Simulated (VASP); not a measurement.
# MoW14 (a cell with a defect) in VASP: notebook

Runs on MoW14 (a cell with a defect). Level: PBEsol. Tasks: single point.

Everything below comes from runs of VASP 6.6.1. Logs are shortened: lines on timing, memory, paths and dates and some standing lists are left out, and cuts for length are marked.

## 1. The cell of the first run

The cell holds a defect, 15 atoms: a = 6.320 Å, b = 6.320 Å, c = 6.320 Å, α = 90.00°, β = 90.00°, γ = 90.00°.

## 2. Single point, PBEsol

Input file INCAR:

```
SYSTEM = MoW14
PREC     = Accurate       ! precision mode
ENCUT    = 520            ! plane-wave cutoff, eV
EDIFF    = 1E-6           ! SCF threshold, eV
ISMEAR   = 0              ! smearing method
SIGMA    = 0.05           ! smearing width, eV
LREAL    = Auto         
LASPH    = .True.         ! aspherical terms in the spheres
NELM     = 100            ! most SCF steps
ALGO     = Normal         ! electronic algorithm
ISIF     = 2              ! what is computed and relaxed
LWAVE    = .False.        ! write WAVECAR
LCHARG   = .False.        ! write CHGCAR
GGA      = PS             ! functional
NBANDS   = 118            ! bands
```

Input file KPOINTS:

```
regular mesh
0
Gamma
  3 3 3
  0 0 0
```

Input file POSCAR:

```
MoW14
1.0
    6.3200000000      0.0000000000      0.0000000000
    0.0000000000      6.3200000000      0.0000000000
    0.0000000000      0.0000000000      6.3200000000
Mo W
1 14
Direct
   -0.1546555380      0.1556689873      0.1549004747
    0.4911409810     -0.0053371835     -0.0049386076
    0.0056593354      0.5091707278     -0.0048382911
    0.0054495253     -0.0050729430      0.5091061709
    0.2550311709      0.2529085443      0.2539064873
    0.5021045886      0.4982443038     -0.0014818038
    0.5021647152     -0.0015503165      0.4984344937
    0.0020224684      0.4982460443      0.4985256329
    0.2456351266      0.7546319620      0.2485020570
    0.2451922468      0.2475484177      0.7556435127
    0.5057436709      0.4949015823      0.4950655063
    0.7475226266      0.7459398734      0.2533835443
    0.7469321203      0.2529735759      0.7459034810
    0.2505492089      0.7493928797      0.7501322785
    0.7525221519      0.7547568038      0.7553490506
```

Potentials or basis: VASP PAW PBE potentials, release 64 (Mo_sv, W_sv).

Command:

```
$ cat potpaw_PBE.64/Mo_sv/POTCAR potpaw_PBE.64/W_sv/POTCAR > POTCAR
$ mpirun -np 1 vasp_std > vasp.out
```

OUTCAR:

```text
SYSTEM = MoW14
   PREC = Accurate
   ENCUT = 520
   EDIFF = 1E-6
   ISMEAR = 0
   LREAL = Auto
   LASPH = .True.
   NELM = 100
   ISIF = 2
   GGA = PS

 ion  position               nearest neighbor table
   1  0.845  0.156  0.155-   3 2.65   2 2.66   4 2.66  13 2.73   5 2.73  12 2.73   6 3.22   8 3.22
                             7 3.23
   2  0.491  0.995  0.995-   1 2.66  14 2.67  10 2.69   9 2.70  15 2.71   5 2.75  13 2.79  12 2.79
                             6 3.14   7 3.14   7 3.18   6 3.18
   3  0.006  0.509  0.995-   1 2.65  14 2.66  15 2.70   9 2.70  10 2.71  12 2.75  13 2.79   5 2.79
                             6 3.14   8 3.14   8 3.18   6 3.18
   4  0.005  0.995  0.509-   1 2.66  14 2.67  10 2.70  15 2.70   9 2.71  13 2.75  12 2.78   5 2.78
                             8 3.14   7 3.14   7 3.18   8 3.18
   5  0.255  0.253  0.254-  11 2.68   8 2.71   7 2.72   6 2.73   1 2.73   2 2.75   4 2.78   3 2.79
                            10 3.15   9 3.15   9 3.17  10 3.17
   6  0.502  0.498  0.999-  13 2.71   5 2.73  12 2.73  15 2.74  10 2.74  14 2.74   9 2.78   2 3.14
                            11 3.14   3 3.14  11 3.18   3 3.18   2 3.18   1 3.22
   7  0.502  0.998  0.498-  12 2.71   5 2.72  13 2.73   9 2.74  15 2.74  14 2.75  10 2.79  11 3.14
                             2 3.14   4 3.14   4 3.18   2 3.18  11 3.18   1 3.23
   8  0.002  0.498  0.499-   5 2.71  12 2.73  13 2.73   9 2.74  10 2.74  14 2.74  15 2.78  11 3.14
                             3 3.14   4 3.14   4 3.18   3 3.18  11 3.18   1 3.22
   9  0.246  0.755  0.249-   3 2.70   2 2.70   4 2.71   8 2.74   7 2.74   6 2.78  11 2.80  12 3.15
                             5 3.15  14 3.15  14 3.17   5 3.17  12 3.17
  10  0.245  0.248  0.756-   2 2.69   4 2.70   3 2.71   6 2.74   8 2.74   7 2.79  11 2.80  14 3.15
                            13 3.15   5 3.15   5 3.17  13 3.17  14 3.17
  11  0.506  0.495  0.495-   5 2.68  13 2.68  12 2.68  14 2.79   9 2.80  15 2.80  10 2.80   8 3.14
                             7 3.14   6 3.14   6 3.18   7 3.18   8 3.18
  12  0.748  0.746  0.253-  11 2.68   7 2.71   8 2.73   6 2.73   1 2.73   3 2.75   4 2.78   2 2.79
                            15 3.15   9 3.15   9 3.17  15 3.17
  13  0.747  0.253  0.746-  11 2.68   6 2.71   7 2.73   8 2.73   1 2.73   4 2.75   2 2.79   3 2.79
                            15 3.15  10 3.15  10 3.17  15 3.17
  14  0.251  0.749  0.750-   3 2.66   2 2.67   4 2.67   6 2.74   8 2.74   7 2.75  11 2.79  15 3.15
                            10 3.15   9 3.15   9 3.17  10 3.17  15 3.17
  15  0.753  0.755  0.755-   3 2.70   4 2.70   2 2.71   6 2.74   7 2.74   8 2.78  11 2.80  14 3.15
                            12 3.15  13 3.15  13 3.17  14 3.17  12 3.17

  LATTYP: Found a simple cubic cell.
 ALAT       =     6.3200000000

  Lattice vectors:

 A1 = (   6.3200000000,   0.0000000000,   0.0000000000)
 A2 = (   0.0000000000,   6.3200000000,   0.0000000000)
 A3 = (   0.0000000000,   0.0000000000,   6.3200000000)

Analysis of symmetry for initial positions (statically):
=====================================================================
 Subroutine PRICEL returns:
 Original cell was already a primitive cell.

 Routine SETGRP: Setting up the symmetry group for a
 simple cubic supercell.

 Subroutine GETGRP returns: Found  1 space group operations
 (whereof  1 operations were pure point group operations)
 out of a pool of 48 trial point group operations.

The static configuration has the point symmetry C_1 .

Analysis of symmetry for dynamics (positions and initial velocities):
=====================================================================
 Subroutine PRICEL returns:
 Original cell was already a primitive cell.

 Routine SETGRP: Setting up the symmetry group for a
 simple cubic supercell.

 Subroutine GETGRP returns: Found  1 space group operations
 (whereof  1 operations were pure point group operations)
 out of a pool of 48 trial point group operations.

The dynamic configuration has the point symmetry C_1 .

 Subroutine INISYM returns: Found  1 space group operations
 (whereof  1 operations are pure point group operations),
 and found     1 'primitive' translations

----------------------------------------------------------------------------------------

                                     Primitive cell

  volume of cell :     252.4360

  direct lattice vectors                    reciprocal lattice vectors
     6.320000000  0.000000000  0.000000000     0.158227848  0.000000000  0.000000000
     0.000000000  6.320000000  0.000000000     0.000000000  0.158227848  0.000000000
     0.000000000  0.000000000  6.320000000     0.000000000  0.000000000  0.158227848

  length of vectors
     6.320000000  6.320000000  6.320000000     0.158227848  0.158227848  0.158227848

  position of ions in fractional coordinates (direct lattice)
     0.845344462  0.155668987  0.154900475
     0.491140981  0.994662817  0.995061392
     0.005659335  0.509170728  0.995161709
     0.005449525  0.994927057  0.509106171
     0.255031171  0.252908544  0.253906487
     0.502104589  0.498244304  0.998518196
     0.502164715  0.998449683  0.498434494
[... 32 lines left out ...]
 Grid dimensions read from file:
 generate k-points for:    3    3    3

 Generating k-lattice:

  Cartesian coordinates                     Fractional coordinates (reciprocal lattice)
     0.052742616  0.000000000  0.000000000     0.333333333  0.000000000  0.000000000
     0.000000000  0.052742616  0.000000000     0.000000000  0.333333333  0.000000000
     0.000000000  0.000000000  0.052742616     0.000000000  0.000000000  0.333333333

  Length of vectors
     0.052742616  0.052742616  0.052742616

  Shift w.r.t. Gamma in fractional coordinates (k-lattice)
     0.000000000  0.000000000  0.000000000

 Subroutine IBZKPT returns following result:
 ===========================================

 Found     14 irreducible k-points:

 Following reciprocal coordinates:
            Coordinates               Weight
  0.000000  0.000000  0.000000      1.000000
  0.333333  0.000000  0.000000      2.000000
  0.000000  0.333333  0.000000      2.000000
  0.000000  0.000000  0.333333      2.000000
  0.333333  0.333333  0.000000      2.000000
  0.000000  0.333333  0.333333      2.000000
  0.333333  0.000000  0.333333      2.000000
 -0.333333  0.333333  0.000000      2.000000
 -0.333333  0.000000  0.333333      2.000000
  0.000000 -0.333333  0.333333      2.000000
  0.333333  0.333333  0.333333      2.000000
 -0.333333  0.333333  0.333333      2.000000
 -0.333333 -0.333333  0.333333      2.000000
  0.333333 -0.333333  0.333333      2.000000
   k-points           NKPTS =     14   k-points in BZ     NKDIM =     14   number of bands    NBANDS=    118
   number of dos      NEDOS =    301   number of ions     NIONS =     15
   total plane-waves  NPLWV = 110592
   dimension x,y,z NGX =    48 NGY =   48 NGZ =   48
   dimension x,y,z NGXF=    96 NGYF=   96 NGZF=   96
   ions per type =               1  14
   NGX,Y,Z   is equivalent  to a cutoff of  12.63, 12.63, 12.63 a.u.
   NGXF,Y,Z  is equivalent  to a cutoff of  25.25, 25.25, 25.25 a.u.
 SYSTEM =  MoW14
   PREC   = accura    normal or accurate (medium, high low for compatibility)
   ISTART =      0    job   : 0-new  1-cont  2-samecut
   ICHARG =      2    charge: 1-file 2-atom 10-const
   ISPIN  =      1    spin polarized calculation?
   LNONCOLLINEAR =      F non collinear calculations
   LSORBIT =      F    spin-orbit coupling
   LASPH  =      T    aspherical Exc in radial PAW
   ENCUT  =  520.0 eV  38.22 Ry    6.18 a.u.  11.75 11.75 11.75*2*pi/ulx,y,z
   NELM   =    100;   NELMIN=  2; NELMDL= -5     # of ELM steps
   EDIFF  = 0.1E-05   stopping-criterion for ELM
   LREAL  =      T    real-space projection
   EDIFFG = 0.1E-04   stopping-criterion for IOM
   NSW    =      0    number of steps for IOM
   IBRION =     -1    ionic relax: 0-MD 1-quasi-New 2-CG
   NFREE  =      0    steps in history (QN), initial steepest desc. (CG)
   ISIF   =      2    stress and relaxation
   ISYM   =      2    0-nonsym 1-usesym 2-fastsym
   POTIM  = 0.5000    time-step for ionic-motion
   TEBEG  =    0.0;   TEEND  =   0.0 temperature during run
   PSTRESS=    0.0 pullay stress
   NELECT =     210.0000    total number of electrons
   NUPDOWN=      -1.0000    fix difference up-down
   EMIN   =  10.00;   EMAX   =-10.00  energy-range for DOS
   EFERMI =   0.00;   METHOD = LEGACY
   ISMEAR =     0;   SIGMA  =   0.05  broadening in eV -4-tet -1-fermi 0-gaus
   EFERMI_NEDOS =   21; number of points for ismear=-14 and -15
   IALGO  =     38    algorithm
   IMIX   =      4    mixing-type and parameters
     AMIX     =   0.40;   BMIX     =  1.00
     AMIX_MAG =   1.60;   BMIX_MAG =  1.00
  volume/ion in A,a.u.               =      16.83       113.57
  Fermi-wavevector in a.u.,A,eV,Ry     =   1.539681  2.909576 32.254225  2.370619
  Thomas-Fermi vector in A             =   2.645875
   LORBIT       =      0    0 simple, 1 ext, 2 COOP (PROOUT), +10 PAW based schemes
   GGA     = PS    functional components
   LHFCALC =     F    Hartree Fock is set to
   AEXX    =    0.0000 exact exchange contribution
   IVDW    =     0    specifies the selected vdW correction
   LEPSILON=     F    determine dielectric tensor
   LRPA    =     F    only Hartree local field effects (RPA)
 non-spin polarized calculation
 Gauss-broadening in eV      SIGMA  =   0.05
  energy-cutoff  :      520.00
  volume of cell :      252.44
 maximum number of plane-waves:      6859
   NGX = 23   NGY = 23   NGZ = 23

 number of electron     210.0000014 magnetization

 Free energy of the ion-electron system (eV)
  ---------------------------------------------------
  ext. energy  EPLUGINS =         0.00000000
  ---------------------------------------------------
  free energy    TOTEN  =      -199.90733101 eV

  energy without entropy =     -199.89811325  energy(sigma->0) =     -199.90272213

 E-fermi :  10.2219     XC(G=0): -13.3305

 val. band max:       10.2138816325   @ k =   0.0000   0.0000   0.0000
 cond. band min:      10.2643830204   @ k =  -0.3333   0.0000   0.3333
 fundamental gap:      0.0505013879
 Fermi energy:        10.2219468546

 k-point     1 :       0.0000    0.0000    0.0000
  band No.  band energies     occupation
      1     -63.6852      2.00000
      2     -63.6220      2.00000
      3     -63.6201      2.00000
      4     -63.6144      2.00000
      5     -63.6139      2.00000
      6     -63.5855      2.00000
[... 1669 lines left out ...]
    116      12.2072      0.00000
    117      12.3863      0.00000
 [bands above 117 left out]

------------------------ aborting loop because EDIFF is reached ----------------------------------------

  FORCE on cell =-STRESS in cart. coord.  units (eV):
  Direction    XX          YY          ZZ          XY          YZ          ZX
  --------------------------------------------------------------------------------------
  -------------------------------------------------------------------------------------
  Total      -11.5275421    -11.5021893    -11.4711279      3.2340564     -3.2226351      3.2335168
  in kB      -73.1637679    -73.0028571    -72.8057150     20.5261235    -20.4536338     20.5226988
  external PRESSURE =     -72.9907800 kB  Pullay stress =       0.0000000 kB

 VOLUME and BASIS-vectors are now :
 -----------------------------------------------------------------------------
  energy-cutoff  :      520.00
  volume of cell :      252.44
      direct lattice vectors                 reciprocal lattice vectors
     6.320000000  0.000000000  0.000000000     0.158227848  0.000000000  0.000000000
     0.000000000  6.320000000  0.000000000     0.000000000  0.158227848  0.000000000
     0.000000000  0.000000000  6.320000000     0.000000000  0.000000000  0.158227848

 POSITION                                       TOTAL-FORCE (eV/Angst)
 -----------------------------------------------------------------------------------
      5.34258      0.98383      0.97897         0.039038     -0.070971     -0.026009
      3.10401      6.28627      6.28879         0.004746      0.010359      0.019550
      0.03577      3.21796      6.28942        -0.014654      0.000921      0.013995
      0.03444      6.28794      3.21755        -0.004237     -0.001722      0.020582
      1.61180      1.59838      1.60469        -0.034405      0.012315     -0.027262
      3.17330      3.14890      6.31063         0.008430     -0.008958      0.013439
      3.17368      6.31020      3.15011        -0.000238     -0.011891      0.010802
      0.01278      3.14891      3.15068         0.001059     -0.007225      0.002156
      1.55241      4.76927      1.57053        -0.010813      0.022522     -0.019093
      1.54961      1.56451      4.77567        -0.003468      0.007181     -0.009712
      3.19630      3.12778      3.12881        -0.004804     -0.010058      0.005135
      4.72434      4.71434      1.60138        -0.015028      0.009494      0.003241
      4.72061      1.59879      4.71411         0.019960      0.008047      0.017856
      1.58347      4.73616      4.74084         0.013595      0.019279     -0.020007
      4.75594      4.77006      4.77381         0.000818      0.020707     -0.004675
 -----------------------------------------------------------------------------------
    total drift:                                0.001320     -0.001693      0.003783

  FREE ENERGIE OF THE ION-ELECTRON SYSTEM (eV)
  ---------------------------------------------------
  free  energy   TOTEN  =      -199.9073310071 eV

  energy  without entropy=     -199.8981132546  energy(sigma->0) =     -199.90272213
```

Run time: 12 min. Hardware: 1 thread of Intel Xeon Platinum 8488C (Sapphire Rapids), shared host; peak memory 0.47 GiB.

What came out:

| Item | Value |
| --- | --- |
| Free energy | -199.9073 eV |
| Pressure | -7.3 GPa |
| Largest force | 0.085 eV/Å |

Forces in eV/Å, atoms in the order of the input:
```
Mo   0.039 -0.071 -0.026
W    0.005  0.010  0.020
W   -0.015  0.001  0.014
W   -0.004 -0.002  0.021
W   -0.034  0.012 -0.027
W    0.008 -0.009  0.013
W    0.000 -0.012  0.011
W    0.001 -0.007  0.002
W   -0.011  0.023 -0.019
W   -0.003  0.007 -0.010
W   -0.005 -0.010  0.005
W   -0.015  0.009  0.003
W    0.020  0.008  0.018
W    0.014  0.019 -0.020
W    0.001  0.021 -0.005
```

Stress tensor (GPa, compression positive):
```
-7.32  2.05  2.05
 2.05 -7.30 -2.05
 2.05 -2.05 -7.28
```

Levels at points of the mesh, in eV from the Fermi level:
```tsv
k point	band 101	band 102	band 103	band 104	band 105	band 106	band 107	band 108	band 109	band 110
(0.00, 0.00, 0.00)	-0.27	-0.27	-0.10	-0.01	-0.01	0.76	0.76	0.92	1.02	1.04
```

Caveat: the PAW data sets were made with another functional, which shifts forces and pressure a little; spin-orbit coupling is left out, which moves the levels of the heavy elements.

## 3. Single point, PBEsol

Input file INCAR:

```
ALGO     = Normal         # electronic algorithm
EDIFF    = 1E-6           # SCF threshold, eV
ENCUT    = 520            # plane-wave cutoff, eV
GGA      = PS             # functional
ISIF     = 2              # what is computed and relaxed
ISMEAR   = 0              # smearing method
LASPH    = T              # aspherical terms in the spheres
LCHARG   = F              # write CHGCAR
LREAL    = Auto         
LWAVE    = F              # write WAVECAR
NBANDS   = 118            # bands
NELM     = 60             # most SCF steps
PREC     = Accurate       # precision mode
SIGMA    = 0.05           # smearing width, eV
```

Input file KPOINTS:

```
k-points
0
Gamma
  3 3 3
```

Input file POSCAR:

```
MoW14
1.0
    6.3200000000      0.0000000000      0.0000000000
    0.0000000000      6.3200000000      0.0000000000
    0.0000000000      0.0000000000      6.3200000000
Mo W
1 14
Direct
   -0.1862512658      0.1873267405      0.1861696203
    0.4929520570     -0.0060273734     -0.0057193038
    0.0061859177      0.5074006329     -0.0056058544
    0.0061125000     -0.0058765823      0.5071501582
    0.2551322785      0.2529381329      0.2537865506
    0.5019803797      0.4981818038     -0.0005102848
    0.5020036392     -0.0006011076      0.4984468354
    0.0009139241      0.4982000000      0.4985112342
    0.2475267405      0.7527511076      0.2511262658
    0.2468409810      0.2503033228      0.7536575949
    0.5042721519      0.4961109177      0.4963014241
    0.7474352848      0.7456533228      0.2532229430
    0.7467362342      0.2530699367      0.7454275316
    0.2472474684      0.7525694620      0.7532452532
    0.7495876582      0.7529484177      0.7531857595
```

Potentials or basis: VASP PAW PBE potentials, release 64 (Mo_sv, W_sv).

Command:

```
$ cat potpaw_PBE.64/Mo_sv/POTCAR potpaw_PBE.64/W_sv/POTCAR > POTCAR
$ mpirun -np 1 vasp_std > vasp.out
```

It took 11 min on 1 thread of Intel Xeon Platinum 8488C (Sapphire Rapids), shared host; peak memory 0.48 GiB.

The run converged. Its results:

| Quantity | Value |
| --- | --- |
| Free energy | -200.2757 eV |
| Pressure | -7.8 GPa |
| Largest force | 1.958 eV/Å |
| Band gap on the k mesh | zero (bands 105 and 106 overlap by 0.23 eV) |

Forces on the atoms (eV/Å):
```
Mo  -1.135  1.108  1.148
W    0.162 -0.110 -0.105
W    0.110 -0.160 -0.113
W    0.114 -0.120 -0.144
W    0.067 -0.081 -0.112
W    0.089 -0.087 -0.040
W    0.083 -0.059 -0.076
W    0.049 -0.087 -0.084
W    0.143 -0.139  0.013
W    0.160  0.035 -0.166
W    0.036 -0.045 -0.040
W    0.074 -0.095 -0.083
W    0.107 -0.085 -0.075
W   -0.037  0.067  0.030
W   -0.025 -0.142 -0.154
```

Stress tensor (GPa, compression positive):
```
-7.79  1.80  1.84
 1.80 -7.75 -1.81
 1.84 -1.81 -7.80
```

Levels at points of the mesh, in eV from the Fermi level:
| k point | band 101 | band 102 | band 103 | band 104 | band 105 | band 106 | band 107 | band 108 | band 109 | band 110 |
| --- | --- | --- | --- | --- | --- | --- | --- | --- | --- | --- |
| (0.00, 0.00, 0.00) | -0.23 | -0.23 | -0.01 | 0.06 | 0.06 | 0.84 | 0.85 | 1.17 | 1.18 | 1.19 |

Caveat: the PAW data sets were made with another functional, which shifts forces and pressure a little; spin-orbit coupling is left out, which moves the levels of the heavy elements.

(Part 1 of 2 ends here.)

The gap in the log of VASP goes by the Fermi energy; the results here count the filled bands.